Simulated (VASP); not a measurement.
# Pt (I4_1/amd) in VASP: relaxation of cell and atoms with RPBE

Aim: the relaxation of cell and atoms of Pt with RPBE.

Everything below comes from runs of VASP 6.6.1. Logs are shortened: lines on timing, memory, paths and dates and some standing lists are left out, and cuts for length are marked.

### 1 The cell of the first run

The structure is tetragonal, space group I4_1/amd (No. 141). The conventional cell has a = 4.879 Å, b = 4.879 Å, c = 2.664 Å, α = 90.00°, β = 90.00°, γ = 90.00°. Pt (site symmetry -4m2) has 10 Pt at 2.53 to 3.15 Å within 3.3 Å.

### 2 Relaxation of cell and atoms, RPBE

INCAR

```
SYSTEM = Pt
PREC     = Accurate       ! precision mode
ENCUT    = 600            ! plane-wave cutoff, eV
EDIFF    = 1E-7           ! SCF threshold, eV
ISMEAR   = -1             ! smearing method
SIGMA    = 0.1            ! smearing width, eV
LREAL    = .FALSE.        ! projectors in reciprocal space
LASPH    = .TRUE.         ! aspherical terms in the spheres
NELM     = 80             ! most SCF steps
ALGO     = Normal         ! electronic algorithm
ISIF     = 3              ! what is computed and relaxed
LWAVE    = .FALSE.        ! write WAVECAR
LCHARG   = .FALSE.        ! write CHGCAR
GGA      = RP             ! functional
IBRION   = 2              ! ionic algorithm
NSW      = 80             ! ionic steps
EDIFFG   = -0.01          ! ionic threshold
ISYM     = 0
```

KPOINTS

```
regular mesh
0
G
  13 13 9
  0 0 0
```

POSCAR

```
Pt
1.0
   -2.4392984224      2.4392984224      1.3318569387
    2.4392984224     -2.4392984224      1.3318569387
    2.4392984224      2.4392984224     -1.3318569387
Pt
2
Direct
    0.0000000000      0.0000000000      0.0000000000
    0.7500000000      0.2500000000      0.5000000000
```

Potentials or basis: VASP PAW PBE potentials, release 64 (Pt).

Started as:

```
$ cat potpaw_PBE.64/Pt/POTCAR > POTCAR
$ mpirun -np 1 vasp_std > vasp.out
```

OUTCAR:

```text
SYSTEM = Pt
   PREC = Accurate
   ENCUT = 600
   EDIFF = 1E-7
   ISMEAR = -1
   LREAL = .FALSE.
   LASPH = .TRUE.
   NELM = 80
   ISIF = 3
   GGA = RP
   IBRION = 2
   NSW = 80
   EDIFFG = -0.01
   ISYM = 0

 ion  position               nearest neighbor table
   1  0.000  0.000  0.000-   2 2.53   2 2.53   2 2.53   2 2.53   2 3.15   2 3.15   2 3.15   2 3.15

   2  0.750  0.250  0.500-   1 2.53   1 2.53   1 2.53   1 2.53   1 3.15   1 3.15   1 3.15   1 3.15

IMPORTANT INFORMATION: All symmetrisations will be switched off!
NOSYMM: (Re-)initialisation of all symmetry stuff for point group C_1.

----------------------------------------------------------------------------------------

                                     Primitive cell

  volume of cell :      31.6991

  direct lattice vectors                    reciprocal lattice vectors
    -2.439298422  2.439298422  1.331856939     0.000000000  0.204976970  0.375415696
     2.439298422 -2.439298422  1.331856939     0.204976970  0.000000000  0.375415696
     2.439298422  2.439298422 -1.331856939     0.204976970  0.204976970  0.000000000

  length of vectors
     3.697863774  3.697863774  3.697863774     0.427729474  0.427729474  0.289881211

  position of ions in fractional coordinates (direct lattice)
     0.000000000  0.000000000  0.000000000
     0.750000000  0.250000000  0.500000000

  ion indices of the primitive-cell ions
   primitive index   ion index
                 1           1
                 2           2

----------------------------------------------------------------------------------------

 KPOINTS: regular mesh

Automatic generation of k-mesh.
 Grid dimensions read from file:
 generate k-points for:   13   13    9

 Generating k-lattice:

  Cartesian coordinates                     Fractional coordinates (reciprocal lattice)
     0.000000000  0.015767459  0.028878130     0.076923077  0.000000000  0.000000000
     0.015767459  0.000000000  0.028878130     0.000000000  0.076923077  0.000000000
     0.022775219  0.022775219  0.000000000     0.000000000  0.000000000  0.111111111

  Length of vectors
     0.032902267  0.032902267  0.032209023

  Shift w.r.t. Gamma in fractional coordinates (k-lattice)
     0.000000000  0.000000000  0.000000000

 -----------------------------------------------------------------------------
|                                                                             |
|           W    W    AA    RRRRR   N    N  II  N    N   GGGG   !!!           |
|           W    W   A  A   R    R  NN   N  II  NN   N  G    G  !!!           |
|           W    W  A    A  R    R  N N  N  II  N N  N  G       !!!           |
|           W WW W  AAAAAA  RRRRR   N  N N  II  N  N N  G  GGG   !            |
|           WW  WW  A    A  R   R   N   NN  II  N   NN  G    G                |
[... 79 lines left out ...]
   EFERMI =   0.00;   METHOD = LEGACY
   ISMEAR =    -1;   SIGMA  =   0.10  broadening in eV -4-tet -1-fermi 0-gaus
   EFERMI_NEDOS =   21; number of points for ismear=-14 and -15
   IALGO  =     38    algorithm
   IMIX   =      4    mixing-type and parameters
     AMIX     =   0.40;   BMIX     =  1.00
     AMIX_MAG =   1.60;   BMIX_MAG =  1.00
  volume/ion in A,a.u.               =      15.85       106.96
  Fermi-wavevector in a.u.,A,eV,Ry     =   1.404114  2.653391 26.824375  1.971536
  Thomas-Fermi vector in A             =   2.526708
   LORBIT       =      0    0 simple, 1 ext, 2 COOP (PROOUT), +10 PAW based schemes
   GGA     = RP    functional components
   LHFCALC =     F    Hartree Fock is set to
   AEXX    =    0.0000 exact exchange contribution
   IVDW    =     0    specifies the selected vdW correction
   LEPSILON=     F    determine dielectric tensor
   LRPA    =     F    only Hartree local field effects (RPA)
 conjugate gradient relaxation of ions
 non-spin polarized calculation
  energy-cutoff  :      600.00
  volume of cell :       31.70
 maximum number of plane-waves:      1081
 NGX is ok and might be reduce to    30
   NGX = 15   NGY = 15   NGZ = 15

--------------------------------------- Ionic step        1  -------------------------------------------

 number of electron      19.9999999 magnetization

 Free energy of the ion-electron system (eV)
  ---------------------------------------------------
  ext. energy  EPLUGINS =         0.00000000
  ---------------------------------------------------
  free energy    TOTEN  =       -10.17465394 eV

  energy without entropy =      -10.10282031  energy(sigma->0) =      -10.13873712

 E-fermi :  10.5197     XC(G=0): -13.0399

 val. band max:       10.5164795036   @ k =   0.2308   0.1538   0.3333
 cond. band min:      10.5216996811   @ k =  -0.0769   0.0000   0.3333
 fundamental gap:      0.0052201775
 Fermi energy:        10.5196803944

 k-point     1 :       0.0000    0.0000    0.0000
  band No.  band energies     occupation
      1       0.8598      2.00000
      2       3.7250      2.00000
      3       4.3772      2.00000
      4       4.9983      2.00000
      5       5.6421      2.00000
      6       8.8979      2.00000
      7       8.8980      2.00000
      8       8.9683      2.00000
      9       8.9684      2.00000
     10      10.9048      0.04161
     11      12.1147      0.00000
     12      15.6851      0.00000
     13      15.6852      0.00000
     14      22.4569      0.00000
[... 492 lines left out ...]
  FREE ENERGIE OF THE ION-ELECTRON SYSTEM (eV)
  ---------------------------------------------------
  free  energy   TOTEN  =       -10.3974603776 eV

  energy  without entropy=      -10.3144768811  energy(sigma->0) =      -10.35596863

[... ionic steps 4 to 7 ...]

--------------------------------------- Ionic step        8  -------------------------------------------

 number of electron      20.0000004 magnetization

------------------------ aborting loop because EDIFF is reached ----------------------------------------
[... 67 lines left out ...]
--------------------------------------- Ionic step       10  -------------------------------------------

 number of electron      20.0000004 magnetization

 Free energy of the ion-electron system (eV)
  ---------------------------------------------------
  ext. energy  EPLUGINS =         0.00000000
  ---------------------------------------------------
  free energy    TOTEN  =       -10.39983193 eV

  energy without entropy =      -10.31752556  energy(sigma->0) =      -10.35867875

 E-fermi :   8.8393     XC(G=0): -12.4584

 val. band max:        8.8389115329   @ k =   0.4615   0.0769   0.4444
 cond. band min:       8.8395814480   @ k =   0.3077   0.4615   0.1111
 fundamental gap:      0.0006699151
 Fermi energy:         8.8392567770

 k-point     1 :       0.0000    0.0000    0.0000
  band No.  band energies     occupation
      1       0.1623      2.00000
      2       3.0703      2.00000
      3       3.5443      2.00000
      4       3.9504      2.00000
      5       4.5354      2.00000
      6       7.5362      2.00000
      7       7.5362      2.00000
      8       7.5972      1.99999
      9       7.5973      1.99999
     10       9.0965      0.14189
     11      10.1512      0.00000
     12      13.8280      0.00000
     13      13.8314      0.00000
     14      19.2046      0.00000
[... 420 lines left out ...]
  FREE ENERGIE OF THE ION-ELECTRON SYSTEM (eV)
  ---------------------------------------------------
  free  energy   TOTEN  =       -10.3998319343 eV

  energy  without entropy=      -10.3175255620  energy(sigma->0) =      -10.35867875

 reached required accuracy - stopping structural energy minimisation
```

CONTCAR:

```text
Pt
   1.00000000000000
    -2.5319745175116144    2.5323192210781365    1.3618271049390860
     2.5323193401851891   -2.5319744006099638    1.3618271094353112
     2.5323481990039971    2.5323480806742453   -1.3611916418198025
  Pt
     2
Direct
     0.0000065231723214    0.9999934792901003    0.9999999999779878
     0.7499934768276787    0.2500065207098996    0.5000000000220122

  0.00000000E+00  0.00000000E+00  0.00000000E+00
  0.00000000E+00  0.00000000E+00  0.00000000E+00
```

Wall time 43 min (1 thread of Oxide Virtual Turin-like, shared host); peak memory 0.47 GiB.

What came out:

* Free energy: -10.3998 eV
* Relaxed volume: 17.47 Å³/atom
* Relaxed cell: a = 3.831 Å, b = 3.831 Å, c = 3.831 Å, α = 97.25°, β = 97.25°, γ = 138.36°
* Space group after relaxing (to 0.1 Å): I4_1/amd (No. 141)
* Energy gained by relaxing: 112.6 meV/atom
* Ionic steps: 10
* Pressure after relaxing: 0.0 GPa
* Band gap on the k mesh: zero (bands 10 and 11 overlap by 1.43 eV)

The path:
```csv
step,energy change (eV),largest force (eV/Å),pressure (GPa),volume (Å³)
1,0.0000,0.0004,24.15,31.70
2,0.6039,0.0005,-22.56,43.96
3,-0.2228,0.0010,-1.72,35.27
4,-0.2244,0.0010,-0.39,35.01
5,-0.2244,0.0010,-0.02,34.94
6,-0.2251,0.0015,0.15,34.91
7,-0.2252,0.0014,0.10,34.91
8,-0.2252,0.0014,0.11,34.91
9,-0.2252,0.0020,-0.15,34.96
10,-0.2252,0.0017,0.01,34.93
```

Final structure:
```
CELL_PARAMETERS angstrom
-2.53197 2.53232 1.36183
2.53232 -2.53197 1.36183
2.53235 2.53235 -1.36119
ATOMIC_POSITIONS crystal
Pt 0.00001 0.99999 0.00000
Pt 0.74999 0.25001 0.50000
```

Caveat: the PAW data sets were made with another functional, which shifts forces and pressure a little; spin-orbit coupling is left out, which moves the levels of the heavy elements.
